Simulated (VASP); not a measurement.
Wanted: the native input for a VASP 6.6.1 run.

* Task: relaxation of cell and atoms
* Functional: PBE
* Potentials or basis: VASP PAW PBE potentials, release 64 (Ga_d, Te, O)
* Cutoff: 600 eV
* k mesh: 6 × 6 × 2
* Occupations: gaussian, width 0.1 eV
* Spin: no spin polarisation
* Dipole correction: no
* Further INCAR settings: ALGO = Normal; EDIFF = 1e-06; IBRION = 2; EDIFFG = -0.04; NSW = 90; ISIF = 3

The structure of Ga3Te2O lies in POSCAR:

```
Ga3Te2O
1.0
    3.5494308500      0.0000000000      0.0000000000
    0.0000000000      3.5494308500      0.0000000000
    0.0000000000      0.0000000000     13.2081405800
Ga Te O
3 2 1
Direct
    0.0000000000      0.0000000000      0.6647679800
    0.0000000000      0.0000000000      0.3352320200
    0.5000000000      0.5000000000      0.5000000000
    0.5000000000      0.5000000000      0.8681410000
    0.5000000000      0.5000000000      0.1318590000
    0.0000000000      0.0000000000      0.0000000000
```

The cell was built from a structure type or drawn by symmetry, and may not be a known phase.

One way to write it, as run:

INCAR

```
PREC = Accurate ; ENCUT = 600
EDIFF = 1E-6 ; ISMEAR = 0
SIGMA = 0.1 ; LREAL = False
LASPH = True ; NELM = 100
ALGO = Normal ; ISIF = 3
LWAVE = False ; LCHARG = False
GGA = PE ; IBRION = 2
NSW = 90 ; EDIFFG = -0.04
```

KPOINTS

```
regular mesh
0
Gamma
  6 6 2
```

Potentials or basis: VASP PAW PBE potentials, release 64 (Ga_d, Te, O).

Run with:

```console
$ cat potpaw_PBE.64/Ga_d/POTCAR potpaw_PBE.64/Te/POTCAR potpaw_PBE.64/O/POTCAR > POTCAR
$ mpirun -np 1 vasp_std > vasp.out
```

It gave:

```json
{
  "Relaxed volume": "19.75 Å³/atom",
  "Relaxed cell": "a = 3.224 Å, b = 3.224 Å, c = 11.397 Å, α = 90.00°, β = 90.00°, γ = 90.00°",
  "Space group after relaxing (to 0.1 Å)": "P4/mmm (No. 123)",
  "Energy gained by relaxing": "324.9 meV/atom",
  "Ionic steps": "11",
  "Pressure after relaxing": "-0.2 GPa",
  "Largest force after relaxing": "0.031 eV/Å",
  "Band gap on the k mesh": "zero (an odd number of electrons rules out a gap without spin polarisation)"
}
```

Caveat: the volume moved by over 15 % at a fixed basis, so the end points are rough; spin-orbit coupling is left out, which moves the levels of the heavy elements; an odd number of electrons without spin polarisation forces a metal; a magnetic or distorted state may lie lower.

It took 15 min on 1 thread of Intel(R) Xeon(R) 6975P-C (Granite Rapids), with other jobs on the host, peak memory 0.38 GiB.
